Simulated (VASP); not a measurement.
Write the native input for VASP 6.6.1 that does the following.

| Item | Value |
| --- | --- |
| Task | single point |
| Functional | PBE |
| Potentials or basis | VASP PAW PBE potentials, release 64 (Mg, O) |
| Cutoff | 520 eV |
| k mesh | 8 × 8 × 8 |
| Occupations | gaussian, width 0.05 eV |
| Spin | no spin polarisation |
| Dipole correction | no |
| Further INCAR settings | ALGO = Normal; EDIFF = 1e-07; NBANDS = 26 |

The structure of MgO lies in POSCAR:

```
MgO
1.0
    3.5213164963      0.0000000000      0.0000000000
    1.7606582482     -3.0495495405     -4.2393824239
    1.7606582481      3.0495495406     -4.2393824239
Mg O
4 4
Direct
    0.8735364863      0.4597968472      0.7931301803
    0.3792584192      0.9540749139      0.2874082477
    0.1263974526      0.5454830989      0.2017219959
    0.6263974528      0.0350553291      0.7121497653
    0.6228770493      0.7078293820      0.0464165194
    0.1228770493      0.2130831860      0.5411627155
    0.3731867063      0.2934799603      0.9601466270
    0.8725673922      0.7940992746      0.4607659410
```

This cell differs from its parent crystal: atoms displaced along a vibrational mode.

These files were run (other wordings do the same):

INCAR

```
ALGO = Normal
EDIFF = 1E-7
ENCUT = 520
GGA = PE
ISIF = 2
ISMEAR = 0
LASPH = T
LCHARG = F
LREAL = F
LWAVE = F
NBANDS = 26
NELM = 100
PREC = Accurate
SIGMA = 0.05
```

KPOINTS

```
k-points
0
Gamma
  8 8 8
```

Potentials or basis: VASP PAW PBE potentials, release 64 (Mg, O).

Run with:

```console
$ cat potpaw_PBE.64/Mg/POTCAR potpaw_PBE.64/O/POTCAR > POTCAR
$ mpirun -np 1 vasp_std > vasp.out
```

Results of the run:

```yaml
Pressure: -0.4 GPa
Largest_force: 0.698 eV/Å
Band_gap_on_the_k_mesh: 3.20 eV
```

Caveat: the cell differs from its parent crystal (atoms displaced along a vibrational mode).

Wall time 9 min on 1 thread of Intel Xeon 8259CL, with other jobs on the host, peak memory 0.41 GiB.
